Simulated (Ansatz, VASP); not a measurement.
SiO2: VASP beside Ansatz

Contents of INCAR:

```
SYSTEM = SiO2
ALGO = Normal
EDIFF = 1E-7
ENCUT = 520
GGA = PE
ISIF = 2
ISMEAR = 0
IVDW = 12
LASPH = .TRUE.
LCHARG = .FALSE.
LREAL = .FALSE.
LWAVE = .FALSE.
NBANDS = 25
NELM = 80
PREC = Accurate
SIGMA = 0.1
```

KPOINTS

```
k-points
0
G
  6 6 2
  0 0 0
```

POSCAR

```
SiO2
1.0
    2.6123874500      0.0000000000      0.0000000000
   -1.3061937200      2.2623938900      0.0000000000
    0.0000000000      0.0000000000      8.7639640600
Si O
2 4
Direct
    0.3333333300      0.6666666700      0.1010947800
    0.6666666700      0.3333333300      0.6010947800
    0.0000000000      0.0000000000      0.2021895600
    0.6666666700      0.3333333300      0.0000000000
    0.0000000000      0.0000000000      0.7021895600
    0.3333333300      0.6666666700      0.5000000000
```

Input for Ansatz:

```yaml
crystal:
  lattice:
    - [2.61238745, 0.0, 0.0]
    - [-1.30619372, 2.26239389, 0.0]
    - [0.0, 0.0, 8.76396406]
  atoms:
    - { symbol: Si, position: [0.33333333, 0.66666667, 0.10109478] }
    - { symbol: Si, position: [0.66666667, 0.33333333, 0.60109478] }
    - { symbol: O, position: [0.0, 0.0, 0.20218956] }
    - { symbol: O, position: [0.66666667, 0.33333333, 0.0] }
    - { symbol: O, position: [0.0, 0.0, 0.70218956] }
    - { symbol: O, position: [0.33333333, 0.66666667, 0.5] }
basis:
  ecutwfc: 420
kpoints:
  mp_grid: { grid: [6, 6, 2] }
hamiltonian:
  xc: pbe
  dispersion: d3bj
scf:
  occupations: { method: gaussian, width: 0.1 }
  lower_state_search: "off"
output:
  forces: true
  stress: true
  eigenvalues: true
```

Alike in both runs: task single point; functional PBE; dispersion D3(BJ); k mesh 6 × 6 × 2; occupations gaussian, width 0.1 eV; no spin polarisation.

|  | VASP | Ansatz |
| --- | --- | --- |
| version | VASP 6.6.1 | Ansatz 0.2.0 |
| potentials or method | VASP PAW PBE potentials, release 64 (Si, O), cutoff 520 eV | scalar-relativistic, plane waves, PAW |
| valence electrons in the cell | 32 | 32 |

|  | VASP | Ansatz | Ansatz less VASP |
| --- | --- | --- | --- |
| gap on the k mesh at the Fermi level (eV) | 7.31 | 7.33 | +0.018 |
| least direct gap on the mesh (eV) | 7.59 | 7.60 | +0.009 |
| pressure (GPa) | 25.3 | 24.6 | -0.70 |
| traceless stress, the component that is largest in VASP (GPa) | -6.87 | -5.99 | +0.881 |
| rms of the force components (eV/Å) | 0.714 | 0.708 | -0.0057 |

Atom by atom the forces differ by 0.006 eV/Å (rms over components).

The k mesh is coarse, so the values compare programs but aren't converged.
